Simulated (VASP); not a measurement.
# CsGeBr3: single point with LDA

Crystal: CsGeBr3.

```
Cs Ge Br
1.0
     5.09066    0.00000    0.00000
     0.00000    5.09066    0.00000
     0.00000    0.00000    5.53333
Cs Ge Br
1 1 3
Direct
  0.00000 0.00000 0.00000
  0.50000 0.50000 0.50000
  0.50000 0.50000 0.00000
  0.50000 0.00000 0.50000
  0.00000 0.50000 0.50000
```

This cell differs from its parent crystal: strain -0.080 along x and y, +0.000 along z.

| Quantity | Value |
| --- | --- |
| Program | VASP 6.6.1 |
| Task | single point |
| Functional | LDA |
| Potentials or basis | VASP PAW LDA potentials, release 64 (Cs_sv, Ge_d, Br) |
| Cutoff | 520 eV |
| k mesh | 6 × 6 × 6 |
| Occupations | gaussian, width 0.05 eV |
| Spin | no spin polarisation |
| Dipole correction | no |
| Further INCAR settings | ALGO = Normal; EDIFF = 1e-06; NBANDS = 30 |

```
Pressure               : 3.8 GPa
Band gap on the k mesh : 0.09 eV (least direct gap 0.37 eV)
```

Stress tensor (GPa, compression positive):
```
 5.87  0.00  0.00
 0.00  5.87  0.00
 0.00  0.00 -0.30
```

Levels at points of the mesh, in eV from the valence-band top:
```tsv
k point	band 20	band 21	band 22	band 23	band 24	band 25
(0.00, 0.00, 0.00)	-2.79	-2.79	-2.72	2.65	2.68	3.01
(0.50, 0.00, 0.00)	-3.26	-3.09	-1.47	1.56	4.42	4.55
(0.50, 0.50, 0.00)	-3.28	-2.18	-0.01	1.03	1.03	3.85
(0.00, 0.00, 0.50)	-3.10	-3.10	-2.28	1.40	4.09	4.19
(0.50, 0.00, 0.50)	-3.43	-2.48	-0.71	0.75	1.32	4.87
(0.50, 0.50, 0.50)	-2.40	-2.16	-0.18	0.59	0.59	0.83
```

Wall time 120 s on 1 thread of AMD EPYC 7R13 Processor (Zen 3), on a shared host, peak memory 0.28 GiB.

Caveat: the cell differs from its parent crystal (strain -0.080 along x and y, +0.000 along z); the stress differs along the axes, from -0 to 6 GPa; spin-orbit coupling is left out, which moves the levels of the heavy elements. A k mesh can miss the band edges.
